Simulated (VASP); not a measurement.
Set up this calculation in VASP 6.6.1, as the native input.

```
Task                   : single point
Functional             : PBE
Potentials or basis    : VASP PAW PBE potentials, release 64 (Ba_sv, Ti_sv, O)
Cutoff                 : 520 eV
k mesh                 : 6 × 6 × 6
Occupations            : fermi-dirac, width 0.02 eV
Spin                   : no spin polarisation
Dipole correction      : no
Further INCAR settings : ALGO = Normal; EDIFF = 1e-06; NBANDS = 28
```

The structure of BaTiO3 lies in POSCAR:

```
BaTiO3
1.0
    3.9726372491      0.0000000000      0.0000000000
    0.0000000000      2.8903542868      2.9158685419
    0.0000000000     -2.8903542868      2.9158685419
Ba Ti O
1 1 3
Direct
    0.0000000000      0.0117178196      0.0117178196
    0.5000000000      0.5279341930      0.5279341930
    0.0000000000      0.4874475652      0.4874475652
    0.5000000000      0.4932581923      0.9765222300
    0.5000000000      0.9765222300      0.4932581923
```

One way to write it, as run:

INCAR

```
  PREC = Accurate
  ENCUT = 520
  EDIFF = 1E-6
  ISMEAR = -1
  SIGMA = 0.02
  LREAL = F
  LASPH = T
  NELM = 80
  ALGO = Normal
  ISIF = 2
  LWAVE = F
  LCHARG = F
  GGA = PE
  NBANDS = 28
```

KPOINTS

```
Automatic mesh
0
Gamma
  6 6 6
```

Potentials or basis: VASP PAW PBE potentials, release 64 (Ba_sv, Ti_sv, O).

Run with:

```console
$ cat potpaw_PBE.64/Ba_sv/POTCAR potpaw_PBE.64/Ti_sv/POTCAR potpaw_PBE.64/O/POTCAR > POTCAR
$ mpirun -np 1 vasp_std > vasp.out
```

Results of the run:

```json
{"Pressure": "1.6 GPa", "Largest force": "0.092 eV/Å", "Band gap on the k mesh": "2.35 eV (least direct gap 2.89 eV)"}
```

Caveat: spin-orbit coupling is left out, which moves the levels of the heavy elements.

It took 76 s on 1 thread of Intel(R) Xeon(R) Platinum 8375C CPU @ 2.90GHz (Ice Lake), on a shared host, peak memory 0.24 GiB.
